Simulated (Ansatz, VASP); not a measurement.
One calculation of In3SbAs2, two programs

```
CELL_PARAMETERS angstrom
4.47208 0.00000 0.00000
-2.23604 3.87293 0.00000
0.00000 0.00000 22.06211
ATOMIC_POSITIONS crystal
In 0.66667 0.33333 0.16056
In 0.66667 0.33333 0.50005
In 0.66667 0.33333 0.84017
In 0.33333 0.66667 0.00005
In 0.33333 0.66667 0.34017
In 0.33333 0.66667 0.66056
Sb 0.66667 0.33333 0.29079
Sb 0.33333 0.66667 0.79079
As 0.66667 0.33333 0.62221
As 0.66667 0.33333 0.96172
As 0.33333 0.66667 0.12220
As 0.33333 0.66667 0.46172
```

Alike in both runs: functional PBE; k mesh 12 × 12 × 2; occupations gaussian, width 0.1 eV; no spin polarisation.

Ansatz relaxed the structure, and its values are those at the end. VASP's run is a single point on that final structure, the one shown.

|  | VASP | Ansatz |
| --- | --- | --- |
| version | VASP 6.6.1 | Ansatz 0.2.0 |
| potentials or method | VASP PAW PBE potentials, release 64 (In_d, Sb, As), cutoff 520 eV | scalar-relativistic, plane waves, PAW |
| valence electrons in the cell | 108 | 168 |

Ansatz gave:

* gap on the k mesh at the Fermi level (eV): none
* pressure (GPa): 0.0
* rms of the force components (eV/Å): 0.002

Problem. Which values does VASP return?

Solution. gap on the k mesh at the Fermi level (eV): none; pressure (GPa): 0.0; rms of the force components (eV/Å): 0.004.

A gap of «none» marks a metal or a gap that the smearing closes. With one functional, cell and mesh, what is left measures potentials, basis and numerics. VASP's potentials hold 108 valence electrons a cell and Ansatz's 168, so a difference there can come from the potentials and not from the codes.

Neither program's run includes spin-orbit coupling.
